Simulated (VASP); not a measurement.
# MoS2 (P-3m1) in VASP: notebook

The runs below take MoS2 through single point, with PBE+D3(BJ).

Everything below comes from runs of VASP 6.6.1. Logs are shortened: lines on timing, memory, paths and dates and some standing lists are left out, and cuts for length are marked.

## 1. The cell of the first run

The typed cell holds 6 atoms: a = 3.023 Å, b = 3.023 Å, c = 12.096 Å, α = 90.00°, β = 90.00°, γ = 120.00°.

## 2. Single point, PBE+D3(BJ)

INCAR reads:

```
PREC     = Accurate       # precision mode
ENCUT    = 520            # plane-wave cutoff, eV
EDIFF    = 1E-6           # SCF threshold, eV
ISMEAR   = 0              # smearing method
SIGMA    = 0.05           # smearing width, eV
LREAL    = F              # projectors in reciprocal space
LASPH    = T              # aspherical terms in the spheres
NELM     = 60             # most SCF steps
ALGO     = Normal         # electronic algorithm
ISIF     = 2              # what is computed and relaxed
LWAVE    = F              # write WAVECAR
LCHARG   = T              # write CHGCAR
GGA      = PE             # functional
IVDW     = 12             # dispersion correction
LELF     = T              # ELF
LVHAR    = T            
NBANDS   = 35             # bands
```

KPOINTS reads:

```
regular mesh
0
Gamma
  12 12 4
```

POSCAR reads:

```
MoS2
1.0
    3.0234000000      0.0000000000      0.0000000000
   -1.5117000000      2.6183412058      0.0000000000
    0.0000000000      0.0000000000     12.0957854159
Mo S
2 4
Direct
    0.6666666667      0.3333333333      0.2501439769
    0.3333333333      0.6666666667      0.7498560231
    0.3333333333      0.6666666667      0.3795985159
    0.6666666667      0.3333333333      0.8793132861
    0.3333333333      0.6666666667      0.1206867139
    0.6666666667      0.3333333333      0.6204014841
```

Potentials or basis: VASP PAW PBE potentials, release 64 (Mo_sv, S).

On the command line:

```
$ cat potpaw_PBE.64/Mo_sv/POTCAR potpaw_PBE.64/S/POTCAR > POTCAR
$ mpirun -np 1 vasp_std > vasp.out
```

OUTCAR:

```text
PREC = Accurate
   ENCUT = 520
   EDIFF = 1E-6
   ISMEAR = 0
   LREAL = F
   LASPH = T
   NELM = 60
   ISIF = 2
   GGA = PE
   IVDW = 12
 IVDW          = 12

 ion  position               nearest neighbor table
   1  0.667  0.333  0.250-   3 2.34   3 2.34   3 2.34   5 2.34   5 2.34   5 2.34
   2  0.333  0.667  0.750-   6 2.34   6 2.34   6 2.34   4 2.34   4 2.34   4 2.34
   3  0.333  0.667  0.380-   1 2.34   1 2.34   1 2.34
   4  0.667  0.333  0.879-   2 2.34   2 2.34   2 2.34
   5  0.333  0.667  0.121-   1 2.34   1 2.34   1 2.34
   6  0.667  0.333  0.620-   2 2.34   2 2.34   2 2.34

  LATTYP: Found a hexagonal cell.
 ALAT       =     3.0234000000
 C/A-ratio  =     4.0007228339

  Lattice vectors:

 A1 = (   3.0234000000,   0.0000000000,   0.0000000000)
 A2 = (  -1.5117000000,   2.6183412058,   0.0000000000)
 A3 = (   0.0000000000,   0.0000000000,  12.0957854159)

Analysis of symmetry for initial positions (statically):
=====================================================================
 Subroutine PRICEL returns:
 Original cell was already a primitive cell.

 Routine SETGRP: Setting up the symmetry group for a
 hexagonal supercell.

 Subroutine GETGRP returns: Found 12 space group operations
 (whereof 12 operations were pure point group operations)
 out of a pool of 24 trial point group operations.

The static configuration has the point symmetry D_3d.

Analysis of symmetry for dynamics (positions and initial velocities):
=====================================================================
 Subroutine PRICEL returns:
 Original cell was already a primitive cell.

 Routine SETGRP: Setting up the symmetry group for a
 hexagonal supercell.

 Subroutine GETGRP returns: Found 12 space group operations
 (whereof 12 operations were pure point group operations)
 out of a pool of 24 trial point group operations.

The dynamic configuration has the point symmetry D_3d.

 Subroutine INISYM returns: Found 12 space group operations
 (whereof 12 operations are pure point group operations),
 and found     1 'primitive' translations

----------------------------------------------------------------------------------------

                                     Primitive cell

  volume of cell :      95.7538

  direct lattice vectors                    reciprocal lattice vectors
     3.023400000  0.000000000  0.000000000     0.330753456  0.190960597  0.000000000
    -1.511700000  2.618341206  0.000000000     0.000000000  0.381921194  0.000000000
     0.000000000  0.000000000 12.095785416     0.000000000  0.000000000  0.082673424

  length of vectors
     3.023400000  3.023400000 12.095785416     0.381921194  0.381921194  0.082673424

  position of ions in fractional coordinates (direct lattice)
     0.666666667  0.333333333  0.250143977
     0.333333333  0.666666667  0.749856023
     0.333333333  0.666666667  0.379598516
     0.666666667  0.333333333  0.879313286
     0.333333333  0.666666667  0.120686714
     0.666666667  0.333333333  0.620401484

  ion indices of the primitive-cell ions
   primitive index   ion index
                 1           1
                 2           2
                 3           3
                 4           4
                 5           5
                 6           6

----------------------------------------------------------------------------------------

 KPOINTS: regular mesh

Automatic generation of k-mesh.
 Grid dimensions read from file:
 generate k-points for:   12   12    4

 Generating k-lattice:

  Cartesian coordinates                     Fractional coordinates (reciprocal lattice)
     0.027562788  0.015913383  0.000000000     0.083333333 -0.000000000  0.000000000
     0.000000000  0.031826766  0.000000000     0.000000000  0.083333333  0.000000000
     0.000000000  0.000000000  0.020668356     0.000000000  0.000000000  0.250000000

  Length of vectors
     0.031826766  0.031826766  0.020668356

  Shift w.r.t. Gamma in fractional coordinates (k-lattice)
     0.000000000  0.000000000  0.000000000

 Subroutine IBZKPT returns following result:
 ===========================================

 Found     69 irreducible k-points:

 Following reciprocal coordinates:
            Coordinates               Weight
  0.000000  0.000000  0.000000      1.000000
  0.083333  0.000000  0.000000      6.000000
  0.166667  0.000000  0.000000      6.000000
  0.250000 -0.000000  0.000000      6.000000
  0.333333  0.000000  0.000000      6.000000
  0.416667  0.000000  0.000000      6.000000
[... 16 lines left out ...]
  0.166667  0.000000  0.250000      6.000000
  0.000000  0.166667  0.250000      6.000000
 [... further k-points ...]
   k-points           NKPTS =     69   k-points in BZ     NKDIM =     69   number of bands    NBANDS=     35
   number of dos      NEDOS =    301   number of ions     NIONS =      6
   total plane-waves  NPLWV =  51840
   dimension x,y,z NGX =    24 NGY =   24 NGZ =   90
   dimension x,y,z NGXF=    48 NGYF=   48 NGZF=  180
   ions per type =               2   4
   NGX,Y,Z   is equivalent  to a cutoff of  13.20, 13.20, 12.37 a.u.
   NGXF,Y,Z  is equivalent  to a cutoff of  26.39, 26.39, 24.74 a.u.
 SYSTEM =  unknown system
   PREC   = accura    normal or accurate (medium, high low for compatibility)
   ISTART =      0    job   : 0-new  1-cont  2-samecut
   ICHARG =      2    charge: 1-file 2-atom 10-const
   ISPIN  =      1    spin polarized calculation?
   LNONCOLLINEAR =      F non collinear calculations
   LSORBIT =      F    spin-orbit coupling
   LASPH  =      T    aspherical Exc in radial PAW
   ENCUT  =  520.0 eV  38.22 Ry    6.18 a.u.   5.62  5.62 22.49*2*pi/ulx,y,z
   NELM   =     60;   NELMIN=  2; NELMDL= -5     # of ELM steps
   EDIFF  = 0.1E-05   stopping-criterion for ELM
   LREAL  =      F    real-space projection
   EDIFFG = 0.1E-04   stopping-criterion for IOM
   NSW    =      0    number of steps for IOM
   IBRION =     -1    ionic relax: 0-MD 1-quasi-New 2-CG
   NFREE  =      0    steps in history (QN), initial steepest desc. (CG)
   ISIF   =      2    stress and relaxation
   ISYM   =      2    0-nonsym 1-usesym 2-fastsym
   POTIM  = 0.5000    time-step for ionic-motion
   TEBEG  =    0.0;   TEEND  =   0.0 temperature during run
   PSTRESS=    0.0 pullay stress
   NELECT =      52.0000    total number of electrons
   NUPDOWN=      -1.0000    fix difference up-down
   EMIN   =  10.00;   EMAX   =-10.00  energy-range for DOS
   EFERMI =   0.00;   METHOD = LEGACY
   ISMEAR =     0;   SIGMA  =   0.05  broadening in eV -4-tet -1-fermi 0-gaus
   EFERMI_NEDOS =   21; number of points for ismear=-14 and -15
   IALGO  =     38    algorithm
   IMIX   =      4    mixing-type and parameters
     AMIX     =   0.40;   BMIX     =  1.00
     AMIX_MAG =   1.60;   BMIX_MAG =  1.00
  volume/ion in A,a.u.               =      15.96       107.70
  Fermi-wavevector in a.u.,A,eV,Ry     =   1.335644  2.524001 24.272035  1.783944
  Thomas-Fermi vector in A             =   2.464332
   LORBIT       =      0    0 simple, 1 ext, 2 COOP (PROOUT), +10 PAW based schemes
   GGA     = PE    functional components
   LHFCALC =     F    Hartree Fock is set to
   AEXX    =    0.0000 exact exchange contribution
   IVDW    =    12    specifies the selected vdW correction
   LEPSILON=     F    determine dielectric tensor
   LRPA    =     F    only Hartree local field effects (RPA)
 non-spin polarized calculation
 Gauss-broadening in eV      SIGMA  =   0.05
  energy-cutoff  :      520.00
  volume of cell :       95.75
 maximum number of plane-waves:      2624
 NGX is ok and might be reduce to    24
   NGX = 11   NGY = 11   NGZ = 45

 number of electron      52.0000003 magnetization

 Free energy of the ion-electron system (eV)
  ---------------------------------------------------
  ext. energy  EPLUGINS =         0.00000000
  ---------------------------------------------------
  free energy    TOTEN  =       -42.91996696 eV

  energy without entropy =      -42.91996696  energy(sigma->0) =      -42.91996696

 E-fermi :   9.1504     XC(G=0): -11.4190

 val. band max:        8.8177490718   @ k =   0.0000   0.0000   0.0000
 cond. band min:       9.7117130435   @ k =   0.1667   0.1667   0.0000
 fundamental gap:      0.8939639718
 Fermi energy:         9.1504127457

 k-point     1 :       0.0000    0.0000    0.0000
  band No.  band energies     occupation
      1     -52.3978      2.00000
      2     -52.3977      2.00000
      3     -26.6757      2.00000
      4     -26.6755      2.00000
      5     -26.2495      2.00000
      6     -26.2495      2.00000
[... 27 lines left out ...]
     34      11.8269      0.00000
     35      15.3251      0.00000

 k-point     2 :       0.0833    0.0000    0.0000
  band No.  band energies     occupation
      1     -52.3928      2.00000
      2     -52.3928      2.00000
      3     -26.6668      2.00000
      4     -26.6666      2.00000
      5     -26.2933      2.00000
      6     -26.2933      2.00000
[... 27 lines left out ...]
     34      11.7341      0.00000
     35      15.8910      0.00000

 k-point     3 :       0.1667    0.0000    0.0000
  band No.  band energies     occupation
      1     -52.3793      2.00000
      2     -52.3793      2.00000
      3     -26.6425      2.00000
      4     -26.6423      2.00000
      5     -26.4115      2.00000
      6     -26.4115      2.00000
[... 27 lines left out ...]
     34      12.2412      0.00000
     35      16.8784      0.00000
[... 723 lines left out ...]
 k-point    23 :       0.1667    0.0000    0.2500
  band No.  band energies     occupation
      1     -52.3793      2.00000
      2     -52.3793      2.00000
      3     -26.6424      2.00000
      4     -26.6423      2.00000
      5     -26.4115      2.00000
      6     -26.4115      2.00000
[... 27 lines left out ...]
     34      12.2211      0.00000
     35      16.9030      0.00000

 k-point    24 :       0.0000    0.1667    0.2500
  band No.  band energies     occupation
      1     -52.3793      2.00000
      2     -52.3793      2.00000
      3     -26.6424      2.00000
      4     -26.6423      2.00000
      5     -26.4115      2.00000
      6     -26.4115      2.00000
[... 27 lines left out ...]
     34      12.2210      0.00000
     35      16.9034      0.00000

 [... further k-points ...]

------------------------ aborting loop because EDIFF is reached ----------------------------------------

 Edisp (eV)   -2.85297

 E8    (eV) :    -1.1503

  FORCE on cell =-STRESS in cart. coord.  units (eV):
  Direction    XX          YY          ZZ          XY          YZ          ZX
  --------------------------------------------------------------------------------------
  -------------------------------------------------------------------------------------
  Total      10.01959    10.01959     5.73934     0.00000    -0.00000     0.00000
  in kB     167.65037   167.65037    96.03219     0.00000    -0.00000     0.00000
  external pressure =      143.78 kB  Pullay stress =        0.00 kB

 VOLUME and BASIS-vectors are now :
 -----------------------------------------------------------------------------
  energy-cutoff  :      520.00
  volume of cell :       95.75
      direct lattice vectors                 reciprocal lattice vectors
     3.023400000  0.000000000  0.000000000     0.330753456  0.190960597  0.000000000
    -1.511700000  2.618341206  0.000000000     0.000000000  0.381921194  0.000000000
     0.000000000  0.000000000 12.095785416     0.000000000  0.000000000  0.082673424

 POSITION                                       TOTAL-FORCE (eV/Angst)
 -----------------------------------------------------------------------------------
      1.51170      0.87278      3.02569         0.000000      0.000000     -0.001396
     -0.00000      1.74556      9.07010         0.000000     -0.000000      0.001396
     -0.00000      1.74556      4.59154         0.000000      0.000000      0.919637
      1.51170      0.87278     10.63598         0.000000      0.000000      0.922467
     -0.00000      1.74556      1.45980        -0.000000     -0.000000     -0.922467
      1.51170      0.87278      7.50424        -0.000000     -0.000000     -0.919637
 -----------------------------------------------------------------------------------
    total drift:                               -0.000000      0.000000      0.000000

  FREE ENERGIE OF THE ION-ELECTRON SYSTEM (eV)
  ---------------------------------------------------
  free  energy   TOTEN  =       -45.7729393488 eV

  energy  without entropy=      -45.7729393488  energy(sigma->0) =      -45.77293935
```

It took 1.8 min on 1 thread of Intel Xeon 6975P-C (Granite Rapids), shared host; peak memory 0.34 GiB.

Results:

```yaml
Free_energy: -45.7729 eV
Pressure: 14.4 GPa
Largest_force: 0.922 eV/Å
Band_gap_on_the_k_mesh: 0.89 eV (least direct gap 2.14 eV)
Dispersion_energy_per_atom: -0.475 eV
```

Forces on the atoms (eV/Å):
```
Mo   0.000  0.000 -0.001
Mo   0.000  0.000  0.001
S    0.000  0.000  0.920
S    0.000  0.000  0.922
S    0.000  0.000 -0.922
S    0.000  0.000 -0.920
```

Caveat: the stress differs along the axes, from 10 to 17 GPa. A k mesh can miss the band edges.

(Part 1 of 2 ends here.)
